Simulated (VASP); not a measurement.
# K2S (Fm-3m) in VASP: a series of runs, part 2 of 3

VASP 6.6.1. The steps go on from the part before.

## (3) Single point, r2SCAN

This run uses another cell than the first one, of 38.56 Å³/atom.

The input, POSCAR:

```
K2S
1.0
    3.8672716319      3.8672716319      0.0000000000
   -3.8672716319      3.8672716319      0.0000000000
    0.0000000000      3.8672716319      3.8672716319
K S
2 1
Direct
    0.2500000000      0.7500000000      0.5000000000
    0.7500000000      0.2500000000      0.5000000000
    0.0000000000      0.0000000000      0.0000000000
```

The input, INCAR.step1:

```
PREC = Accurate
ENCUT = 550
ISMEAR = 0
SIGMA = 0.01
LREAL = False
LASPH = True
NELM = 120
NBANDS = 19
GGA = PE
ALGO = Normal
EDIFF = 1E-5
LWAVE = True
LCHARG = False
GGA_COMPAT = False
```

The input, INCAR.step2:

```
PREC = Accurate
ENCUT = 550
EDIFF = 1E-6
ISMEAR = 0
SIGMA = 0.01
LREAL = False
LASPH = True
NELM = 120
ALGO = Normal
ISIF = 2
LWAVE = False
LCHARG = False
METAGGA = R2SCAN
LMIXTAU = True
NBANDS = 19
ISTART = 1
GGA_COMPAT = False
```

The input, KPOINTS:

```
Automatic mesh
0
Gamma
  6 6 6
```

Potentials or basis: VASP PAW PBE potentials, release 64 (K_sv, S).

Started as:

```
cat potpaw_PBE.64/K_sv/POTCAR potpaw_PBE.64/S/POTCAR > POTCAR
cp INCAR.step1 INCAR
mpirun -np 1 vasp_std > vasp.out
cp INCAR.step2 INCAR
mpirun -np 1 vasp_std > vasp.out
```

OUTCAR:

```text
PREC = Accurate
   ENCUT = 550
   EDIFF = 1E-6
   ISMEAR = 0
   LREAL = False
   LASPH = True
   NELM = 120
   ISIF = 2
   METAGGA = R2SCAN
   ISTART = 1

 ion  position               nearest neighbor table
   1  0.250  0.750  0.500-
   2  0.750  0.250  0.500-
   3  0.000  0.000  0.000-

  LATTYP: Found a face centered cubic cell.
 ALAT       =     7.7345432638

  Lattice vectors:

 A1 = (   0.0000000000,   3.8672716319,   3.8672716319)
 A2 = (   3.8672716319,   0.0000000000,   3.8672716319)
 A3 = (   3.8672716319,   3.8672716319,   0.0000000000)

Analysis of symmetry for initial positions (statically):
=====================================================================
 Subroutine PRICEL returns:
 Original cell was already a primitive cell.

 Routine SETGRP: Setting up the symmetry group for a
 face centered cubic supercell.

 Subroutine GETGRP returns: Found 48 space group operations
 (whereof 48 operations were pure point group operations)
 out of a pool of 48 trial point group operations.

The static configuration has the point symmetry O_h .

Analysis of symmetry for dynamics (positions and initial velocities):
=====================================================================
 Subroutine PRICEL returns:
 Original cell was already a primitive cell.

 Routine SETGRP: Setting up the symmetry group for a
 face centered cubic supercell.

 Subroutine GETGRP returns: Found 48 space group operations
 (whereof 48 operations were pure point group operations)
 out of a pool of 48 trial point group operations.

The dynamic configuration has the point symmetry O_h .

 Subroutine INISYM returns: Found 48 space group operations
 (whereof 48 operations are pure point group operations),
 and found     1 'primitive' translations

----------------------------------------------------------------------------------------

                                     Primitive cell

  volume of cell :     115.6762

  direct lattice vectors                    reciprocal lattice vectors
     3.867271632  3.867271632  0.000000000     0.129290117  0.129290117 -0.129290117
    -3.867271632  3.867271632  0.000000000    -0.129290117  0.129290117 -0.129290117
     0.000000000  3.867271632  3.867271632     0.000000000  0.000000000  0.258580233

  length of vectors
     5.469147991  5.469147991  5.469147991     0.223937051  0.223937051  0.258580233

  position of ions in fractional coordinates (direct lattice)
     0.250000000  0.750000000  0.500000000
     0.750000000  0.250000000  0.500000000
     0.000000000  0.000000000  0.000000000

  ion indices of the primitive-cell ions
   primitive index   ion index
                 1           1
                 2           2
                 3           3

----------------------------------------------------------------------------------------

 KPOINTS: Automatic mesh

Automatic generation of k-mesh.
 Grid dimensions read from file:
 generate k-points for:    6    6    6

 Generating k-lattice:

  Cartesian coordinates                     Fractional coordinates (reciprocal lattice)
     0.021548353  0.021548353 -0.021548353     0.166666667  0.000000000  0.000000000
    -0.021548353  0.021548353 -0.021548353     0.000000000  0.166666667  0.000000000
     0.000000000  0.000000000  0.043096706     0.000000000  0.000000000  0.166666667

  Length of vectors
     0.037322842  0.037322842  0.043096706

  Shift w.r.t. Gamma in fractional coordinates (k-lattice)
     0.000000000  0.000000000  0.000000000

 Subroutine IBZKPT returns following result:
 ===========================================

 Found     16 irreducible k-points:

 Following reciprocal coordinates:
            Coordinates               Weight
  0.000000  0.000000  0.000000      1.000000
  0.166667  0.000000  0.000000      8.000000
  0.333333  0.000000  0.000000      8.000000
  0.500000  0.000000  0.000000      4.000000
  0.166667  0.166667  0.000000     12.000000
  0.333333  0.166667  0.000000     24.000000
[... 8 lines left out ...]
  0.500000  0.333333  0.166667     24.000000
  0.500000  0.500000  0.166667     12.000000
   k-points           NKPTS =     16   k-points in BZ     NKDIM =     16   number of bands    NBANDS=     19
   number of dos      NEDOS =    301   number of ions     NIONS =      3
   total plane-waves  NPLWV =  74088
   dimension x,y,z NGX =    42 NGY =   42 NGZ =   42
   dimension x,y,z NGXF=    84 NGYF=   84 NGZF=   84
   ions per type =               2   1
   NGX,Y,Z   is equivalent  to a cutoff of  12.77, 12.77, 12.77 a.u.
   NGXF,Y,Z  is equivalent  to a cutoff of  25.53, 25.53, 25.53 a.u.
 SYSTEM =  unknown system
   PREC   = accura    normal or accurate (medium, high low for compatibility)
   ISTART =      1    job   : 0-new  1-cont  2-samecut
   ICHARG =      0    charge: 1-file 2-atom 10-const
   ISPIN  =      1    spin polarized calculation?
   LNONCOLLINEAR =      F non collinear calculations
   LSORBIT =      F    spin-orbit coupling
   LASPH  =      T    aspherical Exc in radial PAW
   ENCUT  =  550.0 eV  40.42 Ry    6.36 a.u.  10.46 10.46 10.46*2*pi/ulx,y,z
   NELM   =    120;   NELMIN=  2; NELMDL=  0     # of ELM steps
   EDIFF  = 0.1E-05   stopping-criterion for ELM
   LREAL  =      F    real-space projection
   EDIFFG = 0.1E-04   stopping-criterion for IOM
   NSW    =      0    number of steps for IOM
   IBRION =     -1    ionic relax: 0-MD 1-quasi-New 2-CG
   NFREE  =      0    steps in history (QN), initial steepest desc. (CG)
   ISIF   =      2    stress and relaxation
   ISYM   =      2    0-nonsym 1-usesym 2-fastsym
   POTIM  = 0.5000    time-step for ionic-motion
   TEBEG  =    0.0;   TEEND  =   0.0 temperature during run
   PSTRESS=    0.0 pullay stress
   NELECT =      24.0000    total number of electrons
   NUPDOWN=      -1.0000    fix difference up-down
   EMIN   =  10.00;   EMAX   =-10.00  energy-range for DOS
   EFERMI =   0.00;   METHOD = LEGACY
   ISMEAR =     0;   SIGMA  =   0.01  broadening in eV -4-tet -1-fermi 0-gaus
   EFERMI_NEDOS =   21; number of points for ismear=-14 and -15
   IALGO  =     38    algorithm
   IMIX   =      4    mixing-type and parameters
     AMIX     =   0.40;   BMIX     =  1.00
     AMIX_MAG =   1.60;   BMIX_MAG =  1.00
  volume/ion in A,a.u.               =      38.56       260.21
  Fermi-wavevector in a.u.,A,eV,Ry     =   0.969164  1.831454 12.779662  0.939279
  Thomas-Fermi vector in A             =   2.099194
   LORBIT       =      0    0 simple, 1 ext, 2 COOP (PROOUT), +10 PAW based schemes
   METAGGA = R2SCAN    functional components
   LHFCALC =     F    Hartree Fock is set to
   AEXX    =    0.0000 exact exchange contribution
   IVDW    =     0    specifies the selected vdW correction
   LEPSILON=     F    determine dielectric tensor
   LRPA    =     F    only Hartree local field effects (RPA)
 non-spin polarized calculation
 Gauss-broadening in eV      SIGMA  =   0.01
  energy-cutoff  :      550.00
  volume of cell :      115.68
 maximum number of plane-waves:      3402
 NGX is ok and might be reduce to    42
   NGX = 21   NGY = 21   NGZ = 21

 number of electron      23.9999996 magnetization

 Free energy of the ion-electron system (eV)
  ---------------------------------------------------
  ext. energy  EPLUGINS =         0.00000000
  ---------------------------------------------------
  free energy    TOTEN  =       -23.71934198 eV

  energy without entropy =      -23.71934198  energy(sigma->0) =      -23.71934198

 E-fermi :  -0.9134     XC(G=0):  -7.2039

 val. band max:       -0.9907632768   @ k =   0.5000   0.5000   0.0000
 cond. band min:       1.4499289688   @ k =   0.0000   0.0000   0.0000
 fundamental gap:      2.4406922456
 Fermi energy:        -0.9133981232

 k-point     1 :       0.0000    0.0000    0.0000
  band No.  band energies     occupation
      1     -31.7301      2.00000
      2     -31.6835      2.00000
      3     -14.5103      2.00000
      4     -14.5103      2.00000
      5     -14.5103      2.00000
      6     -14.3520      2.00000
[... 11 lines left out ...]
     18       6.5562      0.00000
     19       7.4312      0.00000
[... 309 lines left out ...]
 k-point    16 :       0.5000    0.5000    0.1667
  band No.  band energies     occupation
      1     -31.7100      2.00000
      2     -31.7023      2.00000
      3     -14.6164      2.00000
      4     -14.5589      2.00000
      5     -14.4940      2.00000
      6     -14.3848      2.00000
[... 11 lines left out ...]
     18       6.6517      0.00000
     19       6.7827      0.00000

------------------------ aborting loop because EDIFF is reached ----------------------------------------

  FORCE on cell =-STRESS in cart. coord.  units (eV):
  Direction    XX          YY          ZZ          XY          YZ          ZX
  --------------------------------------------------------------------------------------
  -------------------------------------------------------------------------------------
  Total       -1.4239726     -1.4239726     -1.4239726      0.0000000      0.0000000     -0.0000000
  in kB      -19.7227832    -19.7227832    -19.7227832      0.0000000      0.0000000     -0.0000000
  external PRESSURE =     -19.7227832 kB  Pullay stress =       0.0000000 kB

 VOLUME and BASIS-vectors are now :
 -----------------------------------------------------------------------------
  energy-cutoff  :      550.00
  volume of cell :      115.68
      direct lattice vectors                 reciprocal lattice vectors
     3.867271632  3.867271632  0.000000000     0.129290117  0.129290117 -0.129290117
    -3.867271632  3.867271632  0.000000000    -0.129290117  0.129290117 -0.129290117
     0.000000000  3.867271632  3.867271632     0.000000000  0.000000000  0.258580233

 POSITION                                       TOTAL-FORCE (eV/Angst)
 -----------------------------------------------------------------------------------
     -1.93364      5.80091      1.93364         0.000000     -0.000000      0.000000
      1.93364      5.80091      1.93364        -0.000000      0.000000      0.000000
      0.00000      0.00000      0.00000         0.000000     -0.000000      0.000000
 -----------------------------------------------------------------------------------
    total drift:                                0.000000     -0.000000      0.000000

  FREE ENERGIE OF THE ION-ELECTRON SYSTEM (eV)
  ---------------------------------------------------
  free  energy   TOTEN  =       -23.7193419761 eV

  energy  without entropy=      -23.7193419761  energy(sigma->0) =      -23.71934198
```

It took 2 min on 1 thread of AMD EPYC 9R45 (Zen 5), shared host; peak memory 0.26 GiB.

Results:

- Free energy: -23.7193 eV
- Pressure: -2.0 GPa
- Band gap on the k mesh: 2.44 eV (least direct gap 2.54 eV)

Levels at points of the mesh, in eV from the valence-band top:
```csv
k point,band 8,band 9,band 10,band 11,band 12,band 13,band 14,band 15,band 16,band 17
"(0.00, 0.00, 0.00)",-13.36,-9.95,-0.09,-0.09,-0.09,2.44,5.89,5.89,7.55,7.55
"(0.50, 0.00, 0.00)",-13.44,-9.83,-0.53,-0.02,-0.02,4.68,5.01,6.04,6.04,7.95
"(0.50, 0.50, 0.00)",-13.32,-9.80,-0.59,0.00,0.00,3.64,5.62,6.51,7.01,7.66
```

Caveat: the PAW data sets were made with another functional, which shifts forces and pressure a little. A k mesh can miss the band edges.

[end of part 2 of 3]
